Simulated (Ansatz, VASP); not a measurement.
**One calculation of MnV, two programs**

The input INCAR:

```
PREC     = Accurate       # precision mode
ENCUT    = 520            # plane-wave cutoff, eV
EDIFF    = 1E-6           # SCF threshold, eV
ISMEAR   = -1             # smearing method
SIGMA    = 0.05           # smearing width, eV
LREAL    = F              # projectors in reciprocal space
LASPH    = T              # aspherical terms in the spheres
NELM     = 60             # most SCF steps
ALGO     = Normal         # electronic algorithm
ISIF     = 2              # what is computed and relaxed
LWAVE    = F              # write WAVECAR
LCHARG   = F              # write CHGCAR
NBANDS   = 20             # bands
```

KPOINTS

```
regular mesh
0
Gamma
  11 11 11
```

The input POSCAR:

```
MnV
1.0
    2.8508379602      0.0000000000      0.0000000000
    0.0000000000      2.8508379602      0.0000000000
    0.0000000000      0.0000000000      2.8508379602
Mn V
1 1
Direct
    0.0000000000      0.0000000000      0.0000000000
    0.5000000000      0.5000000000      0.5000000000
```

Input for Ansatz:

```yaml
crystal:
  lattice:
    - [2.8508379602, 0.0, 0.0]
    - [0.0, 2.8508379602, 0.0]
    - [0.0, 0.0, 2.8508379602]
  atoms:
    - { symbol: Mn, position: [0.0, 0.0, 0.0] }
    - { symbol: V, position: [0.5, 0.5, 0.5] }
kpoints:
  mp_grid: { grid: [11, 11, 11] }
scf:
  occupations: { method: fermi_dirac, width: 0.05 }
hamiltonian:
  xc: lda
  pseudopotentials: { kind: paw }
output:
  forces: true
  stress: true
  eigenvalues: true
```

Change from the starting cell: volume scaled by 0.95, no spin polarisation, PAW files.

Alike in both runs: task single point; functional LDA; k mesh 11 × 11 × 11; occupations fermi-dirac, width 0.05 eV; no spin polarisation.

|  | VASP | Ansatz |
| --- | --- | --- |
| version | VASP 6.6.1 | Ansatz 0.2.0 |
| potentials or method | VASP PAW LDA potentials, release 64 (Mn_pv, V_sv) | PAW with Ansatz's default frozen-core files, scalar-relativistic |
| plane-wave cutoff (eV) | 520 | 420 |
| valence electrons in the cell | 26 | 28 |

|  | VASP | Ansatz | Ansatz less VASP |
| --- | --- | --- | --- |
| pressure (GPa) | -10.8 | -11.1 | -0.36 |

LDA's correlation is that of Perdew and Zunger in VASP and of Perdew and Wang (1992) in Ansatz. VASP's potentials hold 26 valence electrons a cell and Ansatz's 28, so a difference there can come from the potentials and not from the codes.
